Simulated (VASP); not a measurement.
# Te3O7 (R-3m) in VASP: a series of runs, part 2 of 2

VASP 6.6.1. The steps go on from the part before.

**3. Single point, PBE**

INCAR

```
  PREC = Accurate
  ENCUT = 520
  EDIFF = 1E-6
  ISMEAR = 0
  SIGMA = 0.1
  LREAL = False
  LASPH = True
  NELM = 80
  ALGO = Normal
  ISIF = 2
  LWAVE = False
  LCHARG = False
  GGA = PE
  NBANDS = 41
```

KPOINTS

```
regular mesh
0
Gamma
  6 6 6
```

POSCAR

```
Te3O7
1.0
    2.9907233363      1.7266949233      8.0415022467
   -2.9907233363      1.7266949233      8.0415022467
    0.0000000000     -3.4533898466      8.0415022467
Te O
3 7
Direct
    0.4151046235      0.4151046235      0.4151046235
    0.5848953765      0.5848953765      0.5848953765
    0.0000000000      0.0000000000      0.0000000000
    0.5000000000      0.5000000000      0.5000000000
    0.2148911570      0.2148911570      0.7296068837
    0.7296068837      0.2148911570      0.2148911570
    0.2148911570      0.7296068837      0.2148911570
    0.7851088430      0.2703931163      0.7851088430
    0.2703931163      0.7851088430      0.7851088430
    0.7851088430      0.7851088430      0.2703931163
```

Potentials or basis: VASP PAW PBE potentials, release 64 (Te, O).

Run with:

```
$ cat potpaw_PBE.64/Te/POTCAR potpaw_PBE.64/O/POTCAR > POTCAR
$ mpirun -np 1 vasp_std > vasp.out
```

OUTCAR:

```text
PREC = Accurate
   ENCUT = 520
   EDIFF = 1E-6
   ISMEAR = 0
   LREAL = False
   LASPH = True
   NELM = 80
   ISIF = 2
   GGA = PE

 ion  position               nearest neighbor table
   1  0.415  0.415  0.415-   6 1.91   7 1.91   5 1.91   4 2.05
   2  0.585  0.585  0.585-   8 1.91   9 1.91  10 1.91   4 2.05
   3  0.000  0.000  0.000-   6 2.11   7 2.11   8 2.11   9 2.11   5 2.11  10 2.11
   4  0.500  0.500  0.500-   1 2.05   2 2.05
   5  0.215  0.215  0.730-   1 1.91   3 2.11
   6  0.730  0.215  0.215-   1 1.91   3 2.11
   7  0.215  0.730  0.215-   1 1.91   3 2.11
[... 1277 lines left out ...]
  in kB       -1.0658574     -1.0658574     -2.9737211      0.0000000      0.0000000      0.0000000
  external PRESSURE =      -1.7018120 kB  Pullay stress =       0.0000000 kB

 VOLUME and BASIS-vectors are now :
 -----------------------------------------------------------------------------
  energy-cutoff  :      520.00
  volume of cell :      249.16
      direct lattice vectors                 reciprocal lattice vectors
     2.990723336  1.726694923  8.041502247     0.167183635  0.096523517  0.041451625
    -2.990723336  1.726694923  8.041502247    -0.167183635  0.096523517  0.041451625
     0.000000000 -3.453389847  8.041502247     0.000000000 -0.193047034  0.041451625

 POSITION                                       TOTAL-FORCE (eV/Angst)
 -----------------------------------------------------------------------------------
      0.00000      0.00000     10.01419         0.000000     -0.000000      0.077164
      0.00000      0.00000     14.11031         0.000000     -0.000000     -0.077164
      0.00000      0.00000      0.00000         0.000000     -0.000000     -0.000000
      0.00000      0.00000     12.06225         0.000000     -0.000000     -0.000000
      0.00000     -1.77751      9.32323         0.000000     -0.068135     -0.044198
      1.53937      0.88876      9.32323         0.059007      0.034068     -0.044198
     -1.53937      0.88876      9.32323        -0.059007      0.034068     -0.044198
      1.53937     -0.88876     14.80128         0.059007     -0.034068      0.044198
     -1.53937     -0.88876     14.80128        -0.059007     -0.034068      0.044198
      0.00000      1.77751     14.80128         0.000000      0.068135      0.044198
 -----------------------------------------------------------------------------------
    total drift:                                0.000000      0.000000     -0.000000

  FREE ENERGIE OF THE ION-ELECTRON SYSTEM (eV)
  ---------------------------------------------------
  free  energy   TOTEN  =       -51.8428895678 eV

  energy  without entropy=      -51.8398189684  energy(sigma->0) =      -51.84135427
```

OSZICAR:

```text
N       E                     dE             d eps       ncg     rms          rms(c)
DAV:   1     0.451472186569E+03    0.45147E+03   -0.26874E+04  2624   0.124E+03
DAV:   2    -0.134585162494E+02   -0.46493E+03   -0.44852E+03  3580   0.279E+02
DAV:   3    -0.638857491762E+02   -0.50427E+02   -0.49818E+02  3175   0.997E+01
DAV:   4    -0.648275351048E+02   -0.94179E+00   -0.93677E+00  3319   0.146E+01
DAV:   5    -0.648458019501E+02   -0.18267E-01   -0.18245E-01  3264   0.199E+00    0.461E+01
DAV:   6    -0.520945244052E+02    0.12751E+02   -0.50604E+01  2876   0.358E+01    0.264E+01
DAV:   7    -0.519090631222E+02    0.18546E+00   -0.43518E+00  2924   0.101E+01    0.244E+01
DAV:   8    -0.518595594322E+02    0.49504E-01   -0.28087E-01  3390   0.288E+00    0.127E+01
DAV:   9    -0.518450719001E+02    0.14488E-01   -0.14322E-01  3296   0.191E+00    0.392E+00
DAV:  10    -0.518435265354E+02    0.15454E-02   -0.26814E-02  3074   0.102E+00    0.212E+00
DAV:  11    -0.518429987510E+02    0.52778E-03   -0.22888E-03  3255   0.365E-01    0.618E-01
DAV:  12    -0.518430273860E+02   -0.28635E-04   -0.78056E-04  3046   0.141E-01    0.893E-01
DAV:  13    -0.518429605256E+02    0.66860E-04   -0.11284E-04  2975   0.661E-02    0.573E-01
DAV:  14    -0.518428945697E+02    0.65956E-04   -0.13948E-04  3212   0.588E-02    0.931E-02
DAV:  15    -0.518428982437E+02   -0.36740E-05   -0.10419E-05  3016   0.153E-02    0.395E-02
DAV:  16    -0.518428941240E+02    0.41197E-05   -0.29170E-06  2740   0.849E-03    0.744E-02
DAV:  17    -0.518428896103E+02    0.45138E-05   -0.20924E-06  2470   0.912E-03    0.157E-02
DAV:  18    -0.518428895678E+02    0.42504E-07   -0.45557E-07  1868   0.326E-03
   1 F= -.51842890E+02 E0= -.51841354E+02  d E =-.307060E-02
```

stdout:

```text
POSCAR found type information on POSCAR TeO
 POSCAR found :  2 types and      10 ions
 scaLAPACK will be used
 LDA part: xc-table for (Slater+PW92), standard interpolation
 POSCAR, INCAR and KPOINTS ok, starting setup
 FFT: planning ... GRIDC
 FFT: planning ... GRID_SOFT
 FFT: planning ... GRID
 WAVECAR not read
 entering main loop
```

It took 15 min on 1 thread of Intel Xeon 6975P-C (Granite Rapids), shared host; peak memory 0.81 GiB.

What came out:

| Property | Result |
| --- | --- |
| Free energy | -51.8429 eV |
| Pressure | -0.2 GPa |
| Largest force | 0.081 eV/Å |
| Band gap on the k mesh | zero (bands 30 and 31 overlap by 0.04 eV) |

Forces on the atoms (eV/Å):
```
Te   0.000  0.000  0.077
Te   0.000  0.000 -0.077
Te   0.000  0.000  0.000
O    0.000  0.000  0.000
O    0.000 -0.068 -0.044
O    0.059  0.034 -0.044
O   -0.059  0.034 -0.044
O    0.059 -0.034  0.044
O   -0.059 -0.034  0.044
O    0.000  0.068  0.044
```

Levels at points of the mesh, in eV from the Fermi level:
```tsv
k point	band 27	band 28	band 29	band 30	band 31	band 32	band 33	band 34
(0.00, 0.00, 0.00)	-2.02	-2.02	-1.78	-1.01	1.23	2.38	2.38	3.64
(0.50, 0.00, 0.00)	-2.31	-2.09	-1.87	-1.36	1.31	2.75	2.89	3.95
(0.50, 0.50, 0.00)	-2.29	-2.02	-1.93	-0.40	-0.04	3.39	3.42	4.05
(0.50, 0.50, 0.50)	-2.09	-1.92	-1.92	-1.78	1.84	1.84	2.50	2.66
```

Caveat: spin-orbit coupling is left out, which moves the levels of the heavy elements.
